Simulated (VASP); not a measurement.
# CuO (P2) in VASP: single point with PBEsol

Aim: the single point of CuO with PBEsol.

All numbers are computed with VASP 6.6.1; they aren't measurements. Logs are shortened: lines on timing, memory, paths and dates and some standing lists are left out, and cuts for length are marked.

## Step 1: The cell of the first run

Symmetry: P2, No. 3, monoclinic system. The conventional cell has a = 2.933 Å, b = 5.156 Å, c = 2.933 Å, α = 90.00°, β = 94.49°, γ = 90.00°. Within 2.6 Å of Cu (site symmetry 2) lie 2 Cu at 1.95 Å and 2 O at 1.95 Å. Within 2.6 Å of Cu (site symmetry 2) lie 2 Cu at 1.95 Å and 4 O at 1.95 to 2.58 Å. Within 2.6 Å of O (site symmetry 2) lie 4 Cu at 1.95 to 2.58 Å and 2 O at 1.95 Å. O (site symmetry 2) has 2 Cu at 1.95 Å and 2 O at 1.95 Å within 2.6 Å.

## Step 2: Single point, PBEsol

The input, INCAR:

```
SYSTEM = CuO
ALGO     = Normal         ! electronic algorithm
EDIFF    = 1E-7           ! SCF threshold, eV
ENCUT    = 520            ! plane-wave cutoff, eV
GGA      = PS             ! functional
ISIF     = 2              ! what is computed and relaxed
ISMEAR   = 0              ! smearing method
LASPH    = .True.         ! aspherical terms in the spheres
LCHARG   = .False.        ! write CHGCAR
LREAL    = .False.        ! projectors in reciprocal space
LWAVE    = .False.        ! write WAVECAR
NBANDS   = 25             ! bands
NELM     = 100            ! most SCF steps
PREC     = Accurate       ! precision mode
SIGMA    = 0.1            ! smearing width, eV
```

The input, KPOINTS:

```
k-points
0
Gamma
  14 14 8
  0 0 0
```

The input, POSCAR:

```
CuO
1.0
    1.9909680000     -2.1535500000      0.0000000000
    1.9909680000      2.1535500000      0.0000000000
    0.0000000000      0.0000000000      5.1559280000
Cu O
2 2
Direct
    0.0000000000      0.5000000000      0.0000000000
    0.5000000000      0.5000000000      0.7500000000
    0.5000000000      0.5000000000      0.2500000000
    0.5000000000      0.0000000000      0.5000000000
```

Potentials or basis: VASP PAW PBE potentials, release 64 (Cu, O).

The run is started by

```
$ cat potpaw_PBE.64/Cu/POTCAR potpaw_PBE.64/O/POTCAR > POTCAR
$ mpirun -np 1 vasp_std > vasp.out
```

OUTCAR:

```text
SYSTEM = CuO
   EDIFF = 1E-7
   ENCUT = 520
   GGA = PS
   ISIF = 2
   ISMEAR = 0
   LASPH = .True.
   LREAL = .False.
   NELM = 100
   PREC = Accurate

 ion  position               nearest neighbor table
   1  0.000  0.500  0.000-   2 1.95   3 1.95   2 1.95   3 1.95
   2  0.500  0.500  0.750-   1 1.95   4 1.95   4 1.95   1 1.95
   3  0.500  0.500  0.250-   1 1.95   4 1.95   4 1.95   1 1.95
   4  0.500  0.000  0.500-   2 1.95   3 1.95   2 1.95   3 1.95

  LATTYP: Found a base centered orthorhombic cell.
 ALAT       =     3.9819360000
 B/A-ratio  =     1.0816597755
 C/A-ratio  =     1.2948294498

  Lattice vectors:

 A1 = (   1.9909680000,  -2.1535500000,   0.0000000000)
 A2 = (   1.9909680000,   2.1535500000,   0.0000000000)
 A3 = (   0.0000000000,   0.0000000000,   5.1559280000)

Analysis of symmetry for initial positions (statically):
=====================================================================
 Subroutine PRICEL returns:
 Original cell was already a primitive cell.

 Routine SETGRP: Setting up the symmetry group for a
 base centered orthorhombic supercell.

 Subroutine GETGRP returns: Found  2 space group operations
 (whereof  2 operations were pure point group operations)
 out of a pool of  8 trial point group operations.

The static configuration has the point symmetry C_2 .

Analysis of symmetry for dynamics (positions and initial velocities):
=====================================================================
 Subroutine PRICEL returns:
 Original cell was already a primitive cell.

 Routine SETGRP: Setting up the symmetry group for a
 base centered orthorhombic supercell.

 Subroutine GETGRP returns: Found  2 space group operations
 (whereof  2 operations were pure point group operations)
 out of a pool of  8 trial point group operations.

The dynamic configuration has the point symmetry C_2 .

 Subroutine INISYM returns: Found  2 space group operations
 (whereof  2 operations are pure point group operations),
 and found     1 'primitive' translations

----------------------------------------------------------------------------------------

                                     Primitive cell

  volume of cell :      44.2136

  direct lattice vectors                    reciprocal lattice vectors
     1.990968000 -2.153550000  0.000000000     0.251134122 -0.232174781  0.000000000
     1.990968000  2.153550000  0.000000000     0.251134122  0.232174781  0.000000000
     0.000000000  0.000000000  5.155928000     0.000000000  0.000000000  0.193951506

  length of vectors
     2.932870809  2.932870809  5.155928000     0.342013854  0.342013854  0.193951506

  position of ions in fractional coordinates (direct lattice)
     0.000000000  0.500000000  0.000000000
     0.500000000  0.500000000  0.750000000
     0.500000000  0.500000000  0.250000000
     0.500000000  0.000000000  0.500000000

  ion indices of the primitive-cell ions
   primitive index   ion index
                 1           1
                 2           2
                 3           3
                 4           4

----------------------------------------------------------------------------------------

 KPOINTS: k-points

Automatic generation of k-mesh.
 Grid dimensions read from file:
 generate k-points for:   14   14    8

 Generating k-lattice:

  Cartesian coordinates                     Fractional coordinates (reciprocal lattice)
     0.017938152 -0.016583913  0.000000000     0.071428571  0.000000000  0.000000000
     0.017938152  0.016583913  0.000000000     0.000000000  0.071428571  0.000000000
     0.000000000  0.000000000  0.024243938     0.000000000  0.000000000  0.125000000

  Length of vectors
     0.024429561  0.024429561  0.024243938

  Shift w.r.t. Gamma in fractional coordinates (k-lattice)
     0.000000000  0.000000000  0.000000000

 Subroutine IBZKPT returns following result:
 ===========================================

 Found    500 irreducible k-points:

 Following reciprocal coordinates:
            Coordinates               Weight
  0.000000  0.000000  0.000000      1.000000
  0.071429  0.000000  0.000000      2.000000
  0.000000  0.071429  0.000000      2.000000
  0.142857  0.000000  0.000000      2.000000
  0.000000  0.142857  0.000000      2.000000
  0.214286  0.000000  0.000000      2.000000
[... 16 lines left out ...]
  0.357143  0.071429  0.000000      2.000000
  0.071429  0.357143  0.000000      2.000000
 [... further k-points ...]
   k-points           NKPTS =    500   k-points in BZ     NKDIM =    500   number of bands    NBANDS=     25
   number of dos      NEDOS =    301   number of ions     NIONS =      4
   total plane-waves  NPLWV =  23040
   dimension x,y,z NGX =    24 NGY =   24 NGZ =   40
   dimension x,y,z NGXF=    48 NGYF=   48 NGZF=   80
   ions per type =               2   2
   NGX,Y,Z   is equivalent  to a cutoff of  13.60, 13.60, 12.90 a.u.
   NGXF,Y,Z  is equivalent  to a cutoff of  27.21, 27.21, 25.79 a.u.
 SYSTEM =  CuO
   PREC   = accura    normal or accurate (medium, high low for compatibility)
   ISTART =      0    job   : 0-new  1-cont  2-samecut
   ICHARG =      2    charge: 1-file 2-atom 10-const
   ISPIN  =      1    spin polarized calculation?
   LNONCOLLINEAR =      F non collinear calculations
   LSORBIT =      F    spin-orbit coupling
   LASPH  =      T    aspherical Exc in radial PAW
   ENCUT  =  520.0 eV  38.22 Ry    6.18 a.u.   5.45  5.45  9.59*2*pi/ulx,y,z
   NELM   =    100;   NELMIN=  2; NELMDL= -5     # of ELM steps
   EDIFF  = 0.1E-06   stopping-criterion for ELM
   LREAL  =      F    real-space projection
   EDIFFG = 0.1E-05   stopping-criterion for IOM
   NSW    =      0    number of steps for IOM
   IBRION =     -1    ionic relax: 0-MD 1-quasi-New 2-CG
   NFREE  =      0    steps in history (QN), initial steepest desc. (CG)
   ISIF   =      2    stress and relaxation
   ISYM   =      2    0-nonsym 1-usesym 2-fastsym
   POTIM  = 0.5000    time-step for ionic-motion
   TEBEG  =    0.0;   TEEND  =   0.0 temperature during run
   PSTRESS=    0.0 pullay stress
   NELECT =      34.0000    total number of electrons
   NUPDOWN=      -1.0000    fix difference up-down
   EMIN   =  10.00;   EMAX   =-10.00  energy-range for DOS
   EFERMI =   0.00;   METHOD = LEGACY
   ISMEAR =     0;   SIGMA  =   0.10  broadening in eV -4-tet -1-fermi 0-gaus
   EFERMI_NEDOS =   21; number of points for ismear=-14 and -15
   IALGO  =     38    algorithm
   IMIX   =      4    mixing-type and parameters
     AMIX     =   0.40;   BMIX     =  1.00
     AMIX_MAG =   1.60;   BMIX_MAG =  1.00
  volume/ion in A,a.u.               =      11.05        74.59
  Fermi-wavevector in a.u.,A,eV,Ry     =   1.499854  2.834314 30.607167  2.249563
  Thomas-Fermi vector in A             =   2.611430
   LORBIT       =      0    0 simple, 1 ext, 2 COOP (PROOUT), +10 PAW based schemes
   GGA     = PS    functional components
   LHFCALC =     F    Hartree Fock is set to
   AEXX    =    0.0000 exact exchange contribution
   IVDW    =     0    specifies the selected vdW correction
   LEPSILON=     F    determine dielectric tensor
   LRPA    =     F    only Hartree local field effects (RPA)
 non-spin polarized calculation
 Gauss-broadening in eV      SIGMA  =   0.10
  energy-cutoff  :      520.00
  volume of cell :       44.21
 maximum number of plane-waves:      1215
 NGX is ok and might be reduce to    24
   NGX = 11   NGY = 11   NGZ = 19

 number of electron      33.9999998 magnetization

 Free energy of the ion-electron system (eV)
  ---------------------------------------------------
  ext. energy  EPLUGINS =         0.00000000
  ---------------------------------------------------
  free energy    TOTEN  =       -15.26556761 eV

  energy without entropy =      -15.25050293  energy(sigma->0) =      -15.25803527

 E-fermi :   4.1603     XC(G=0): -11.6167

 val. band max:        4.1589050189   @ k =  -0.1429   0.1429   0.1250
 cond. band min:       4.1613839324   @ k =   0.2143   0.3571   0.0000
 fundamental gap:      0.0024789135
 Fermi energy:         4.1602524798

 k-point     1 :       0.0000    0.0000    0.0000
  band No.  band energies     occupation
      1     -15.5349      2.00000
      2     -12.3986      2.00000
      3      -3.0344      2.00000
      4      -1.3914      2.00000
      5      -1.3534      2.00000
      6      -0.9066      2.00000
[... 17 lines left out ...]
     24      19.1744      0.00000
     25      20.1061      0.00000

 k-point     2 :       0.0714    0.0000    0.0000
  band No.  band energies     occupation
      1     -15.5157      2.00000
      2     -12.3854      2.00000
      3      -2.9736      2.00000
      4      -1.5078      2.00000
      5      -1.1864      2.00000
      6      -0.8967      2.00000
[... 17 lines left out ...]
     24      19.2915      0.00000
     25      20.5924      0.00000

 k-point     3 :       0.0000    0.0714    0.0000
  band No.  band energies     occupation
      1     -15.4908      2.00000
      2     -12.4200      2.00000
      3      -2.9723      2.00000
      4      -1.4074      2.00000
      5      -1.3546      2.00000
      6      -0.9718      2.00000
[... 17 lines left out ...]
     24      19.5997      0.00000
     25      20.4046      0.00000

 k-point     4 :       0.1429    0.0000    0.0000
  band No.  band energies     occupation
      1     -15.4610      2.00000
      2     -12.3479      2.00000
      3      -2.7981      2.00000
      4      -1.6022      2.00000
      5      -0.9528      2.00000
      6      -0.8636      2.00000
[... 17 lines left out ...]
     24      19.4317      0.00000
     25      20.7055      0.00000
[... 477 lines left out ...]
 k-point    22 :       0.0714    0.2857    0.0000
  band No.  band energies     occupation
      1     -14.8450      2.00000
      2     -12.7859      2.00000
      3      -2.4081      2.00000
      4      -1.8569      2.00000
      5      -1.3227      2.00000
      6      -1.0162      2.00000
[... 17 lines left out ...]
     24      17.5674      0.00000
     25      20.1660      0.00000

 k-point    23 :       0.3571    0.0714    0.0000
  band No.  band energies     occupation
      1     -15.1567      2.00000
      2     -12.1963      2.00000
      3      -1.9418      2.00000
      4      -1.7266      2.00000
      5      -0.8591      2.00000
      6      -0.4329      2.00000
[... 17 lines left out ...]
     24      17.6142      0.00000
     25      20.7988      0.00000

 k-point    24 :       0.0714    0.3571    0.0000
  band No.  band energies     occupation
      1     -14.5154      2.00000
      2     -13.0381      2.00000
      3      -2.4853      2.00000
      4      -1.8447      2.00000
      5      -1.3210      2.00000
      6      -0.9889      2.00000
[... 17 lines left out ...]
     24      16.6099      0.00000
     25      19.1799      0.00000

 [... further k-points ...]
[... 5 lines left out ...]
  --------------------------------------------------------------------------------------
  -------------------------------------------------------------------------------------
  Total        4.1148461      5.1637236      7.6783389     -5.6892164      0.0000000      0.0000000
  in kB      149.1104567    187.1188296    278.2414211   -206.1612113      0.0000000      0.0000000
  external PRESSURE =     204.8235692 kB  Pullay stress =       0.0000000 kB

 VOLUME and BASIS-vectors are now :
 -----------------------------------------------------------------------------
  energy-cutoff  :      520.00
  volume of cell :       44.21
      direct lattice vectors                 reciprocal lattice vectors
     1.990968000 -2.153550000  0.000000000     0.251134122 -0.232174781  0.000000000
     1.990968000  2.153550000  0.000000000     0.251134122  0.232174781  0.000000000
     0.000000000  0.000000000  5.155928000     0.000000000  0.000000000  0.193951506

 POSITION                                       TOTAL-FORCE (eV/Angst)
 -----------------------------------------------------------------------------------
      0.99548      1.07678      0.00000        -0.000000      0.000000      8.469995
      1.99097      0.00000      3.86695        -0.000000      0.000000     -8.137030
      1.99097      0.00000      1.28898         0.000000      0.000000     -2.054033
      0.99548     -1.07678      2.57796        -0.000000     -0.000000      1.721068
 -----------------------------------------------------------------------------------
    total drift:                               -0.000000     -0.000000     -0.000057

  FREE ENERGIE OF THE ION-ELECTRON SYSTEM (eV)
  ---------------------------------------------------
  free  energy   TOTEN  =       -15.2655676081 eV

  energy  without entropy=      -15.2505029315  energy(sigma->0) =      -15.25803527
```

It took 3.9 min on 1 thread of Intel Xeon Platinum 8559C (Emerald Rapids), shared host; peak memory 0.52 GiB.

What came out:

```
Free energy            : -15.2656 eV
Pressure               : 20.5 GPa
Largest force          : 8.470 eV/Å
Band gap on the k mesh : zero (band 17 reaches 4.39 eV, above the bottom of band 18 at 3.46 eV)
```

Forces in eV/Å, atoms in the order of the input:
```
Cu   0.000  0.000  8.470
Cu   0.000  0.000 -8.137
O    0.000  0.000 -2.054
O    0.000  0.000  1.721
```

Stress tensor (GPa, compression positive):
```
 14.91 -20.62   0.00
-20.62  18.71   0.00
  0.00   0.00  27.82
```

Levels at points of the mesh, in eV from the Fermi level:
| k point | band 15 | band 16 | band 17 | band 18 | band 19 | band 20 |
| --- | --- | --- | --- | --- | --- | --- |
| (0.00, 0.00, 0.00) | -1.88 | -1.36 | -0.44 | 0.57 | 0.81 | 7.04 |
| (0.50, 0.00, 0.00) | -1.96 | -1.40 | -0.65 | 0.66 | 1.12 | 3.07 |
| (0.00, 0.50, 0.00) | -1.58 | -1.09 | -0.67 | -0.16 | 2.56 | 3.59 |
| (0.50, 0.50, 0.00) | -1.65 | -1.45 | -0.68 | 0.37 | 2.77 | 4.49 |
| (0.00, 0.00, 0.50) | -1.58 | -0.79 | -0.02 | 0.15 | 0.83 | 4.93 |
| (0.50, 0.00, 0.50) | -2.24 | -1.96 | -0.88 | 0.81 | 1.58 | 3.77 |
| (0.00, 0.50, 0.50) | -0.65 | -0.23 | 0.03 | 0.42 | 1.08 | 2.46 |
| (0.50, 0.50, 0.50) | -1.79 | -1.46 | -0.22 | 0.20 | 2.40 | 4.23 |

Caveat: the PAW data sets were made with another functional, which shifts forces and pressure a little; semilocal functionals often make such compounds metallic where correlation or magnetic order opens a gap, which also shifts bond lengths. With open d or f shells a metallic result of PBEsol can be an artefact of self-interaction; +U or a hybrid may open a gap.
